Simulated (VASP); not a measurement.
# Li (C2/m) in VASP: notebook, part 2 of 2

VASP 6.6.1.

**3. Electric field gradients, PBE (shortest bond scaled by 0.7)**

Input file INCAR:

```
SYSTEM = Li
PREC = Accurate ; ENCUT = 520
EDIFF = 1E-8 ; ISMEAR = -1
SIGMA = 0.05 ; LREAL = .FALSE.
LASPH = .TRUE. ; NELM = 80
ALGO = Normal ; ISIF = 2
LWAVE = .FALSE. ; LCHARG = .FALSE.
GGA = PE ; LEFG = .TRUE.
NBANDS = 10
```

Input file KPOINTS:

```
regular mesh
0
G
  11 11 6
  0 0 0
```

Input file POSCAR:

```
Li
1.0
    3.0646488937      0.0000000000      0.0000000000
   -1.5323244468      2.6540637956      0.0000000000
    0.0000000000      0.0000000000      4.9647312077
Li
2
Direct
    0.2333333333      0.6166666667      0.1750000000
    0.7666666667      0.3833333333      0.8250000000
```

Potentials or basis: VASP PAW PBE potentials, release 64 (Li_sv).

Command:

```
> cat potpaw_PBE.64/Li_sv/POTCAR > POTCAR
> mpirun -np 1 vasp_std > vasp.out
```

OUTCAR:

```text
SYSTEM = Li
   PREC = Accurate
   ENCUT = 520
   EDIFF = 1E-8
   ISMEAR = -1
   LREAL = .FALSE.
   LASPH = .TRUE.
   NELM = 80
   ISIF = 2
   GGA = PE

 ion  position               nearest neighbor table
   1  0.233  0.617  0.175-   2 2.13
   2  0.767  0.383  0.825-   1 2.13

  LATTYP: Found a hexagonal cell.
 ALAT       =     3.0646488937
 C/A-ratio  =     1.6200000000

  Lattice vectors:

 A1 = (   3.0646488937,   0.0000000000,   0.0000000000)
 A2 = (  -1.5323244468,   2.6540637956,   0.0000000000)
 A3 = (   0.0000000000,   0.0000000000,   4.9647312077)

Analysis of symmetry for initial positions (statically):
=====================================================================
 Subroutine PRICEL returns:
 Original cell was already a primitive cell.

 Routine SETGRP: Setting up the symmetry group for a
 hexagonal supercell.

 Subroutine GETGRP returns: Found  4 space group operations
 (whereof  4 operations were pure point group operations)
 out of a pool of 24 trial point group operations.

The static configuration has the point symmetry C_2h.

Analysis of symmetry for dynamics (positions and initial velocities):
=====================================================================
 Subroutine PRICEL returns:
 Original cell was already a primitive cell.

 Routine SETGRP: Setting up the symmetry group for a
 hexagonal supercell.

 Subroutine GETGRP returns: Found  4 space group operations
 (whereof  4 operations were pure point group operations)
 out of a pool of 24 trial point group operations.

The dynamic configuration has the point symmetry C_2h.

 Subroutine INISYM returns: Found  4 space group operations
 (whereof  4 operations are pure point group operations),
 and found     1 'primitive' translations

----------------------------------------------------------------------------------------

                                     Primitive cell

  volume of cell :      40.3820

  direct lattice vectors                    reciprocal lattice vectors
     3.064648894  0.000000000  0.000000000     0.326301653  0.188390347  0.000000000
    -1.532324447  2.654063796  0.000000000     0.000000000  0.376780694  0.000000000
     0.000000000  0.000000000  4.964731208     0.000000000  0.000000000  0.201420773

  length of vectors
     3.064648894  3.064648894  4.964731208     0.376780694  0.376780694  0.201420773

  position of ions in fractional coordinates (direct lattice)
     0.233333333  0.616666667  0.175000000
     0.766666667  0.383333333  0.825000000

  ion indices of the primitive-cell ions
   primitive index   ion index
                 1           1
                 2           2

----------------------------------------------------------------------------------------

 KPOINTS: regular mesh

Automatic generation of k-mesh.
 Grid dimensions read from file:
[... 77 lines left out ...]
   NUPDOWN=      -1.0000    fix difference up-down
   EMIN   =  10.00;   EMAX   =-10.00  energy-range for DOS
   EFERMI =   0.00;   METHOD = LEGACY
   ISMEAR =    -1;   SIGMA  =   0.05  broadening in eV -4-tet -1-fermi 0-gaus
   EFERMI_NEDOS =   21; number of points for ismear=-14 and -15
   IALGO  =     38    algorithm
   IMIX   =      4    mixing-type and parameters
     AMIX     =   0.40;   BMIX     =  1.00
     AMIX_MAG =   1.60;   BMIX_MAG =  1.00
  volume/ion in A,a.u.               =      20.19       136.26
  Fermi-wavevector in a.u.,A,eV,Ry     =   0.867087  1.638557 10.229401  0.751840
  Thomas-Fermi vector in A             =   1.985570
   LORBIT       =      0    0 simple, 1 ext, 2 COOP (PROOUT), +10 PAW based schemes
   GGA     = PE    functional components
   LHFCALC =     F    Hartree Fock is set to
   AEXX    =    0.0000 exact exchange contribution
   IVDW    =     0    specifies the selected vdW correction
   LEPSILON=     F    determine dielectric tensor
   LRPA    =     F    only Hartree local field effects (RPA)
 non-spin polarized calculation
  energy-cutoff  :      520.00
  volume of cell :       40.38
 maximum number of plane-waves:      1108
   NGX = 11   NGY = 11   NGZ = 19

 number of electron       6.0000007 magnetization

 Free energy of the ion-electron system (eV)
  ---------------------------------------------------
  ext. energy  EPLUGINS =         0.00000000
  ---------------------------------------------------
  free energy    TOTEN  =        -3.32383828 eV

  energy without entropy =       -3.31611424  energy(sigma->0) =       -3.31997626

 E-fermi :   0.5160     XC(G=0):  -6.9537

 val. band max:        0.5147399962   @ k =   0.4545   0.2727   0.1667
 cond. band min:       0.5331310206   @ k =   0.0909   0.4545   0.3333
 fundamental gap:      0.0183910244
 Fermi energy:         0.5160055383

 k-point     1 :       0.0000    0.0000    0.0000
  band No.  band energies     occupation
      1     -46.1258      2.00000
      2     -46.0039      2.00000
      3      -2.8852      2.00000
      4       1.1134      0.00001
      5       2.9770      0.00000
      6      12.1857      0.00000
      7      13.0433      0.00000
      8      13.4525      0.00000
      9      14.9761      0.00000
     10      16.7348      0.00000
[... 287 lines left out ...]
 k-point    24 :      -0.0909   -0.4545    0.0000
  band No.  band energies     occupation
      1     -46.1012      2.00000
      2     -46.0042      2.00000
      3       0.1747      1.99783
      4       2.2170      0.00000
      5       5.3095      0.00000
      6       6.4126      0.00000
      7       6.9298      0.00000
      8       7.4095      0.00000
      9       9.7924      0.00000
     10      12.0102      0.00000

 [... further k-points ...]

------------------------ aborting loop because EDIFF is reached ----------------------------------------

  FORCE on cell =-STRESS in cart. coord.  units (eV):
  Direction    XX          YY          ZZ          XY          YZ          ZX
  --------------------------------------------------------------------------------------
  -------------------------------------------------------------------------------------
  Total        0.4719889      0.1246239      1.3133328      0.3008269      0.2866149      0.4964317
  in kB       18.7264091      4.9445206     52.1071789     11.9354656     11.3715978     19.6961901
  external PRESSURE =      25.2593695 kB  Pullay stress =       0.0000000 kB

 VOLUME and BASIS-vectors are now :
 -----------------------------------------------------------------------------
  energy-cutoff  :      520.00
  volume of cell :       40.38
      direct lattice vectors                 reciprocal lattice vectors
     3.064648894  0.000000000  0.000000000     0.326301653  0.188390347  0.000000000
    -1.532324447  2.654063796  0.000000000     0.000000000  0.376780694  0.000000000
     0.000000000  0.000000000  4.964731208     0.000000000  0.000000000  0.201420773

 POSITION                                       TOTAL-FORCE (eV/Angst)
 -----------------------------------------------------------------------------------
     -0.22985      1.63667      0.86883         0.319912      0.184701      1.330229
      1.76217      1.01739      4.09590        -0.319912     -0.184701     -1.330229
 -----------------------------------------------------------------------------------
    total drift:                               -0.000000      0.000000     -0.000000

  FREE ENERGIE OF THE ION-ELECTRON SYSTEM (eV)
  ---------------------------------------------------
  free  energy   TOTEN  =        -3.3238382761 eV

  energy  without entropy=       -3.3161142374  energy(sigma->0) =       -3.31997626

 Electric field gradients (V/A^2)
---------------------------------------------------------------------
 ion       V_xx      V_yy      V_zz      V_xy      V_xz      V_yz
---------------------------------------------------------------------
   1      -0.270    -1.051     1.321     0.671     0.952     0.550
   2      -0.270    -1.051     1.321     0.671     0.952     0.550
---------------------------------------------------------------------

 Electric field gradients after diagonalization (V/A^2)
 (convention: |V_zz| > |V_xx| > |V_yy|)
----------------------------------------------------------------------
 ion       V_xx      V_yy      V_zz     asymmetry (V_yy - V_xx)/ V_zz
----------------------------------------------------------------------
   1      -1.437    -0.535     1.972       0.457
   2      -1.437    -0.535     1.972       0.457
----------------------------------------------------------------------

           NMR quadrupolar parameters

 Cq : quadrupolar parameter    Cq=e*Q*V_zz/h
 eta: asymmetry parameters     (V_yy - V_xx)/ V_zz
 Q  : nuclear electric quadrupole moment in mb (millibarn)
----------------------------------------------------------------------
 ion       Cq(MHz)       eta       Q (mb)
----------------------------------------------------------------------
   1       0.005       0.457       1.000
   2       0.005       0.457       1.000
----------------------------------------------------------------------
```

OSZICAR:

```text
N       E                     dE             d eps       ncg     rms          rms(c)
DAV:   1     0.184123809921E+02    0.18412E+02   -0.32203E+03  4088   0.567E+02
DAV:   2    -0.362748849852E+00   -0.18775E+02   -0.18321E+02  5130   0.110E+02
DAV:   3    -0.345769643726E+01   -0.30949E+01   -0.30770E+01  6840   0.332E+01
DAV:   4    -0.352726951774E+01   -0.69573E-01   -0.69233E-01  5374   0.556E+00
DAV:   5    -0.352799554983E+01   -0.72603E-03   -0.72597E-03  5704   0.586E-01    0.125E+00
DAV:   6    -0.336388121586E+01    0.16411E+00   -0.21340E-01  4492   0.125E+00    0.573E-01
DAV:   7    -0.332373368631E+01    0.40148E-01   -0.15773E-01  4864   0.105E+00    0.882E-02
DAV:   8    -0.332384554203E+01   -0.11186E-03   -0.82784E-04  5198   0.153E-01    0.218E-02
DAV:   9    -0.332384018583E+01    0.53562E-05   -0.91357E-05  5738   0.459E-02    0.113E-02
DAV:  10    -0.332383826255E+01    0.19233E-05   -0.77595E-06  5764   0.134E-02    0.654E-03
DAV:  11    -0.332383831785E+01   -0.55297E-07   -0.84897E-07  5554   0.594E-03    0.162E-03
DAV:  12    -0.332383832001E+01   -0.21614E-08   -0.11598E-07  7062   0.231E-03    0.339E-04
DAV:  13    -0.332383827474E+01    0.45269E-07   -0.11571E-08  3486   0.894E-04    0.806E-05
DAV:  14    -0.332383827608E+01   -0.13375E-08   -0.10352E-09  2564   0.273E-04
   1 F= -.33238383E+01 E0= -.33199763E+01  d E =-.772404E-02
```

It took 61 s on 1 thread of Intel Xeon Platinum 8259CL at 2.50GHz (Skylake/Cascade Lake), shared host; peak memory 0.19 GiB.

What came out:

* Free energy: -3.3238 eV
* Largest force: 1.381 eV/Å
* Band gap on the k mesh: zero (bands 3 and 4 overlap by 3.38 eV)
* Largest electric field gradient by atom: Li +2.0 V/Å²

Forces on the atoms (eV/Å):
```
Li   0.320  0.185  1.330
Li  -0.320 -0.185 -1.330
```

Electric field gradients, principal values (V/Å²):
```csv
atom,least,middle,greatest (by size)
1 Li,-0.535,-1.437,1.972
2 Li,-0.535,-1.437,1.972
```

Caveat: the cell differs from its parent crystal (shortest bond scaled by 0.7); the cutoff is under 1.25 times the usual one of these potentials, so pressure, stress and relaxed cells hold a basis-set (Pulay) error; without QUAD_EFG the Cq values of the log hold for a quadrupole moment of 1 mb, not for the nuclei; forces of over 1 eV/Å act on the atoms, so gaps and moduli don't describe the material at rest.

**4. Electric field gradients, PBE (shortest bond scaled by 0.64)**

Input file INCAR:

```
SYSTEM = Li
PREC = Accurate
ENCUT = 520
EDIFF = 1E-8
ISMEAR = -1
SIGMA = 0.05
LREAL = .False.
LASPH = .True.
NELM = 100
ALGO = Normal
ISIF = 2
LWAVE = .False.
LCHARG = .False.
GGA = PE
LEFG = .True.
NBANDS = 10
```

Input file KPOINTS:

```
regular mesh
0
Gamma
  11 11 6
  0 0 0
```

Input file POSCAR:

```
Li
1.0
    3.0646488937      0.0000000000      0.0000000000
   -1.5323244468      2.6540637956      0.0000000000
    0.0000000000      0.0000000000      4.9647312077
Li
2
Direct
    0.2133333333      0.6066666667      0.1600000000
    0.7866666667      0.3933333333      0.8400000000
```

Potentials or basis: VASP PAW PBE potentials, release 64 (Li_sv).

Command:

```
> cat potpaw_PBE.64/Li_sv/POTCAR > POTCAR
> mpirun -np 1 vasp_std > vasp.out
```

OUTCAR:

```text
SYSTEM = Li
   PREC = Accurate
   ENCUT = 520
   EDIFF = 1E-8
   ISMEAR = -1
   LREAL = .False.
   LASPH = .True.
   NELM = 100
   ISIF = 2
   GGA = PE

 ion  position               nearest neighbor table
   1  0.213  0.607  0.160-   2 1.95
   2  0.787  0.393  0.840-   1 1.95

  LATTYP: Found a hexagonal cell.
 ALAT       =     3.0646488937
 C/A-ratio  =     1.6200000000

  Lattice vectors:

 A1 = (   3.0646488937,   0.0000000000,   0.0000000000)
 A2 = (  -1.5323244468,   2.6540637956,   0.0000000000)
 A3 = (   0.0000000000,   0.0000000000,   4.9647312077)

Analysis of symmetry for initial positions (statically):
=====================================================================
 Subroutine PRICEL returns:
 Original cell was already a primitive cell.

 Routine SETGRP: Setting up the symmetry group for a
 hexagonal supercell.

 Subroutine GETGRP returns: Found  4 space group operations
[... 498 lines left out ...]
  volume of cell :       40.38
      direct lattice vectors                 reciprocal lattice vectors
     3.064648894  0.000000000  0.000000000     0.326301653  0.188390347  0.000000000
    -1.532324447  2.654063796  0.000000000     0.000000000  0.376780694  0.000000000
     0.000000000  0.000000000  4.964731208     0.000000000  0.000000000  0.201420773

 POSITION                                       TOTAL-FORCE (eV/Angst)
 -----------------------------------------------------------------------------------
     -0.27582      1.61013      0.79436         0.498445      0.287778      1.759102
      1.80814      1.04393      4.17037        -0.498445     -0.287778     -1.759102
 -----------------------------------------------------------------------------------
    total drift:                                0.000000      0.000000     -0.000000

  FREE ENERGIE OF THE ION-ELECTRON SYSTEM (eV)
  ---------------------------------------------------
  free  energy   TOTEN  =        -3.0451080230 eV

  energy  without entropy=       -3.0372333588  energy(sigma->0) =       -3.04117069

 Electric field gradients (V/A^2)
---------------------------------------------------------------------
 ion       V_xx      V_yy      V_zz      V_xy      V_xz      V_yz
---------------------------------------------------------------------
   1      -0.499    -1.636     2.135     0.985     1.639     0.946
   2      -0.499    -1.636     2.135     0.985     1.639     0.946
---------------------------------------------------------------------

 Electric field gradients after diagonalization (V/A^2)
 (convention: |V_zz| > |V_xx| > |V_yy|)
----------------------------------------------------------------------
 ion       V_xx      V_yy      V_zz     asymmetry (V_yy - V_xx)/ V_zz
----------------------------------------------------------------------
   1      -2.204    -1.053     3.258       0.353
   2      -2.204    -1.053     3.258       0.353
----------------------------------------------------------------------

           NMR quadrupolar parameters

 Cq : quadrupolar parameter    Cq=e*Q*V_zz/h
 eta: asymmetry parameters     (V_yy - V_xx)/ V_zz
 Q  : nuclear electric quadrupole moment in mb (millibarn)
----------------------------------------------------------------------
 ion       Cq(MHz)       eta       Q (mb)
----------------------------------------------------------------------
   1       0.008       0.353       1.000
   2       0.008       0.353       1.000
----------------------------------------------------------------------
```

OSZICAR:

```text
N       E                     dE             d eps       ncg     rms          rms(c)
DAV:   1     0.187593138273E+02    0.18759E+02   -0.32259E+03  4088   0.568E+02
DAV:   2     0.111201615699E-01   -0.18748E+02   -0.18355E+02  5124   0.111E+02
DAV:   3    -0.325246578548E+01   -0.32636E+01   -0.32439E+01  6800   0.335E+01
DAV:   4    -0.332594736814E+01   -0.73482E-01   -0.73351E-01  5420   0.583E+00
DAV:   5    -0.332672420107E+01   -0.77683E-03   -0.77680E-03  5608   0.607E-01    0.147E+00
DAV:   6    -0.310735596205E+01    0.21937E+00   -0.24218E-01  4498   0.138E+00    0.716E-01
DAV:   7    -0.304510736718E+01    0.62249E-01   -0.25258E-01  4972   0.133E+00    0.111E-01
DAV:   8    -0.304539970166E+01   -0.29233E-03   -0.53551E-03  4816   0.254E-01    0.617E-02
DAV:   9    -0.304511434203E+01    0.28536E-03   -0.95381E-04  5000   0.917E-02    0.137E-02
DAV:  10    -0.304510817339E+01    0.61686E-05   -0.19855E-05  6120   0.201E-02    0.521E-03
DAV:  11    -0.304510804069E+01    0.13271E-06   -0.26166E-06  5086   0.561E-03    0.981E-04
DAV:  12    -0.304510805188E+01   -0.11193E-07   -0.50569E-08  5592   0.168E-03    0.757E-04
DAV:  13    -0.304510803420E+01    0.17676E-07   -0.16489E-07  4954   0.147E-03    0.560E-04
DAV:  14    -0.304510801751E+01    0.16689E-07   -0.45786E-09  2806   0.651E-04    0.101E-04
DAV:  15    -0.304510802295E+01   -0.54403E-08   -0.11371E-09  2454   0.300E-04
   1 F= -.30451080E+01 E0= -.30411707E+01  d E =-.787466E-02
```

stdout:

```text
POSCAR found type information on POSCAR Li
 POSCAR found :  1 types and       2 ions
 scaLAPACK will be used
 LDA part: xc-table for (Slater+PW92), standard interpolation
 POSCAR, INCAR and KPOINTS ok, starting setup
 FFT: planning ... GRIDC
 FFT: planning ... GRID_SOFT
 FFT: planning ... GRID
 WAVECAR not read
 entering main loop
ion   1
     0.0000222    -0.2193175    -0.1309864    -0.4628076    -0.2268752    -0.1266230
     0.0000306    -0.2193175    -0.1309864    -0.4628076    -0.2268752    -0.1266230
     0.0000422    -0.2193175    -0.1309864    -0.4628076    -0.2268752    -0.1266230
     0.0000581    -0.2193175    -0.1309864    -0.4628076    -0.2268752    -0.1266230

     0.0000222    -0.2463060    -0.1471052    -0.5197591    -0.2547937    -0.1422048
     0.0000306    -0.2463060    -0.1471052    -0.5197591    -0.2547937    -0.1422048
     0.0000422    -0.2463060    -0.1471052    -0.5197591    -0.2547936    -0.1422048
     0.0000581    -0.2463060    -0.1471052    -0.5197591    -0.2547936    -0.1422048

ion   2
     0.0000222    -0.2193175    -0.1309864    -0.4628076    -0.2268752    -0.1266230
     0.0000306    -0.2193175    -0.1309864    -0.4628076    -0.2268752    -0.1266230
     0.0000422    -0.2193175    -0.1309864    -0.4628076    -0.2268752    -0.1266230
     0.0000581    -0.2193175    -0.1309864    -0.4628076    -0.2268752    -0.1266230

     0.0000222    -0.2463060    -0.1471052    -0.5197591    -0.2547937    -0.1422048
     0.0000306    -0.2463060    -0.1471052    -0.5197591    -0.2547937    -0.1422048
     0.0000422    -0.2463060    -0.1471052    -0.5197591    -0.2547936    -0.1422048
     0.0000581    -0.2463060    -0.1471052    -0.5197591    -0.2547936    -0.1422048
```

Run time: 64 s. Hardware: 1 thread of Intel Xeon Platinum 8259CL at 2.50GHz (Skylake/Cascade Lake), shared host; peak memory 0.19 GiB.

What came out:

```yaml
Free_energy: -3.0451 eV
Largest_force: 1.851 eV/Å
Band_gap_on_the_k_mesh: zero (bands 3 and 4 overlap by 3.12 eV)
Largest_electric_field_gradient_by_atom: Li +3.3 V/Å²
```

Forces on the atoms (eV/Å):
```
Li   0.498  0.288  1.759
Li  -0.498 -0.288 -1.759
```

Electric field gradients, principal values (V/Å²):
```tsv
atom	least	middle	greatest (by size)
1 Li	-1.053	-2.204	3.258
2 Li	-1.053	-2.204	3.258
```

Caveat: the cell differs from its parent crystal (shortest bond scaled by 0.64); the cutoff is under 1.25 times the usual one of these potentials, so pressure, stress and relaxed cells hold a basis-set (Pulay) error; without QUAD_EFG the Cq values of the log hold for a quadrupole moment of 1 mb, not for the nuclei; forces of over 1 eV/Å act on the atoms, so gaps and moduli don't describe the material at rest.

**5. The runs side by side**

| cell | gap on the mesh (eV) | largest force (eV/Å) |
| --- | --- | --- |
| as given, shortest bond scaled by 0.88 | none | 0.41 |
| as given, shortest bond scaled by 0.7 | none | 1.38 |
| as given, shortest bond scaled by 0.64 | none | 1.85 |

Some of these runs hold the atoms at other places in the same cell, which the table doesn't show; runs alike in all that it shows share one row.

Alike in all rows: task electric field gradients; level PBE; potentials or basis VASP PAW PBE potentials, release 64 (Li_sv); no spin polarisation; k mesh 11 × 11 × 6; cutoff (eV) 520; smearing fermi-dirac 0.05 eV.

Caveats: the cutoff is under 1.25 times the usual one of these potentials, so pressure, stress and relaxed cells hold a basis-set (Pulay) error; forces of over 1 eV/Å act on the atoms, so gaps and moduli don't describe the material at rest (at least some runs).

Absolute energies hang on the potentials; compare differences alone.
